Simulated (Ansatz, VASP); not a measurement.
Ti: VASP beside Ansatz

File INCAR:

```
PREC = Accurate ; ENCUT = 520
EDIFF = 1E-6 ; ISMEAR = -1
SIGMA = 0.05 ; LREAL = F
LASPH = T ; NELM = 60
ALGO = Normal ; ISIF = 2
LWAVE = F ; LCHARG = F
NBANDS = 19
```

Contents of KPOINTS:

```
regular mesh
0
Gamma
  10 10 6
```

File POSCAR:

```
Ti
1.0
    2.9302007457      0.0000000000      0.0000000000
   -1.4651003729      2.5376282840      0.0000000000
    0.0000000000      0.0000000000      4.6485896576
Ti
2
Direct
    0.6666666667      0.3333333333      0.7500000000
    0.3333333333      0.6666666667      0.2500000000
```

The input input.yaml:

```yaml
crystal:
  lattice:
    - [2.9302007457, 0.0, 0.0]
    - [-1.4651003729, 2.537628284, 0.0]
    - [0.0, 0.0, 4.6485896576]
  atoms:
    - { symbol: Ti, position: [0.6666666667, 0.3333333333, 0.75] }
    - { symbol: Ti, position: [0.3333333333, 0.6666666667, 0.25] }
hamiltonian:
  xc: lda
  pseudopotentials: { kind: paw }
kpoints:
  mp_grid: { grid: [10, 10, 6] }
scf:
  occupations: { method: fermi_dirac, width: 0.05 }
output:
  forces: true
  stress: true
  eigenvalues: true
```

Alike in both runs: task single point; functional LDA; k mesh 10 × 10 × 6; occupations fermi-dirac, width 0.05 eV; no spin polarisation.

```csv
,VASP,Ansatz
version,VASP 6.6.1,Ansatz 0.2.0
potentials or method,"VASP PAW LDA potentials, release 64 (Ti_sv)",Ansatz PAW
plane-wave cutoff (eV),520,420
valence electrons in the cell,24,24
```

```tsv
	VASP	Ansatz	Ansatz less VASP
gap on the k mesh at the Fermi level (eV)	none	none	-
pressure (GPa)	-8.0	-7.9	+0.06
traceless stress, the component that is largest in VASP (GPa)	-0.48	-0.49	-0.002
```

LDA's correlation is that of Perdew and Zunger in VASP and of Perdew and Wang (1992) in Ansatz. A gap of «none» marks a metal or a gap that the smearing closes.
